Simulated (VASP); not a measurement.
## Cl: single point with PBE

Cl:

```
Cl
1.0
     2.97907    0.00000    0.00000
    -1.48953    2.57995    0.00000
     0.00000    0.00000    3.87794
Cl
2
Direct
  0.33333 0.66667 0.25000
  0.66667 0.33333 0.75000
```

This cell differs from its parent crystal: volume scaled by 0.65.

| Quantity | Value |
| --- | --- |
| Program | VASP 6.6.1 |
| Task | single point |
| Functional | PBE |
| Potentials or basis | VASP PAW PBE potentials, release 64 (Cl) |
| Cutoff | 520 eV |
| k mesh | 14 × 14 × 8 |
| Occupations | fermi-dirac, width 0.08 eV |
| Spin | no spin polarisation |

```
Pressure               : 30.7 GPa
Band gap on the k mesh : zero (band 7 reaches 8.16 eV, above the bottom of band 8 at 5.41 eV)
```

Levels at points of the mesh, in eV from the Fermi level:
```csv
k point,band 3,band 4,band 5,band 6,band 7,band 8,band 9,band 10,band 11,band 12
"(0.00, 0.00, 0.00)",-7.58,-1.87,-1.87,0.31,0.31,2.17,6.87,11.20,12.22,12.22
"(0.50, 0.00, 0.00)",-6.21,-4.72,-3.77,-3.61,-2.18,0.45,5.74,10.31,11.19,11.94
"(0.00, 0.00, 0.50)",-2.26,-2.26,-0.80,-0.80,-0.80,-0.80,10.13,10.13,11.25,11.25
"(0.50, 0.00, 0.50)",-7.63,-7.63,-2.11,-2.11,-0.19,-0.19,8.93,8.93,12.05,12.05
```

Wall time 63 s on 1 thread of Intel(R) Xeon(R) Platinum 8375C CPU @ 2.90GHz (Ice Lake), with other jobs on the host, peak memory 0.16 GiB.
